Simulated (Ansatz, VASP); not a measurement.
**Nb: VASP beside Ansatz**

```
Nb
1.0
     0.00000    2.09385    2.11500
     2.09385    0.00000    2.11500
     2.09385    2.09385    0.00000
Nb
1
Direct
  0.00000 0.00000 0.00000
```

Change from the starting cell: equal xx and yy strain of -1 %.

Alike in both runs: task single point; functional LDA; k mesh 13 × 13 × 13; occupations fermi-dirac, width 0.03 eV; no spin polarisation.

|  | VASP | Ansatz |
| --- | --- | --- |
| version | VASP 6.6.1 | Ansatz 0.2.0 |
| potentials or method | VASP PAW LDA potentials, release 64 (Nb_sv), cutoff 520 eV | all-electron LAPW, scalar-relativistic |

Ansatz gave:

| Property | Result |
| --- | --- |
| pressure (GPa) | -7.3 |
| traceless stress, the component that is largest in VASP (GPa) | 2.04 |

**Question.** Which values does VASP return?

**Answer.** Pressure (GPa): -7.4; traceless stress, the component that is largest in VASP (GPa): 2.04.

LDA's correlation is that of Perdew and Zunger in VASP and of Perdew and Wang (1992) in Ansatz. Ansatz ran all-electron here, and VASP with PAW potentials.
